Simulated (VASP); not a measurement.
Set up this calculation in VASP 6.6.1, as the native input.

| Property | Result |
| --- | --- |
| Task | single point |
| Functional | r2SCAN |
| Potentials or basis | VASP PAW PBE potentials, release 64 (Rb_sv, Br) |
| Cutoff | 520 eV |
| k mesh | 6 × 6 × 6 |
| Occupations | gaussian, width 0.01 eV |
| Spin | no spin polarisation |
| Dipole correction | no |
| Further INCAR settings | ALGO = Normal; EDIFF = 1e-06; NBANDS = 15 |

Crystal: RbBr.

```xyz
2
Lattice="0.0000 3.4608 3.4608 3.5640 0.0000 3.4608 3.5640 3.4608 0.0000" Properties=species:S:1:pos:R:3 pbc="T T T"
Rb    0.0000    0.0000    0.0000
Br    3.5640    3.4608    3.4608
```

This cell differs from its parent crystal: uniaxial x strain +3.0%.

The input as run:

POSCAR

```
RbBr
1.0
    0.0000000000      3.4608320474      3.4608320474
    3.5639648424      0.0000000000      3.4608320474
    3.5639648424      3.4608320474      0.0000000000
Rb Br
1 1
Direct
    0.0000000000      0.0000000000      0.0000000000
    0.5000000000      0.5000000000      0.5000000000
```

INCAR.step1

```
PREC = Accurate ; ENCUT = 520
ISMEAR = 0 ; SIGMA = 0.01
LREAL = False ; LASPH = True
NELM = 60 ; NBANDS = 15
GGA = PE ; ALGO = Normal
EDIFF = 1E-4 ; LWAVE = True
LCHARG = False
```

INCAR.step2

```
PREC = Accurate ; ENCUT = 520
EDIFF = 1E-6 ; ISMEAR = 0
SIGMA = 0.01 ; LREAL = False
LASPH = True ; NELM = 60
ALGO = Normal ; ISIF = 2
LWAVE = False ; LCHARG = False
METAGGA = R2SCAN ; LMIXTAU = True
NBANDS = 15 ; ISTART = 1
```

KPOINTS

```
Automatic mesh
0
Gamma
  6 6 6
```

Potentials or basis: VASP PAW PBE potentials, release 64 (Rb_sv, Br).

Command:

```bash
$ cat potpaw_PBE.64/Rb_sv/POTCAR potpaw_PBE.64/Br/POTCAR > POTCAR
$ cp INCAR.step1 INCAR
$ mpirun -np 1 vasp_std > vasp.out
$ cp INCAR.step2 INCAR
$ mpirun -np 1 vasp_std > vasp.out
```

Results of the run:

```
Pressure               : -0.3 GPa
Band gap on the k mesh : 4.81 eV, direct
```

Caveat: the cell differs from its parent crystal (uniaxial x strain +3.0%); the PAW data sets were made with another functional, which shifts forces and pressure a little.

Run time: 110 s on 1 thread of Intel(R) Xeon(R) Platinum 8488C (Sapphire Rapids), with other jobs on the host, peak memory 0.25 GiB.
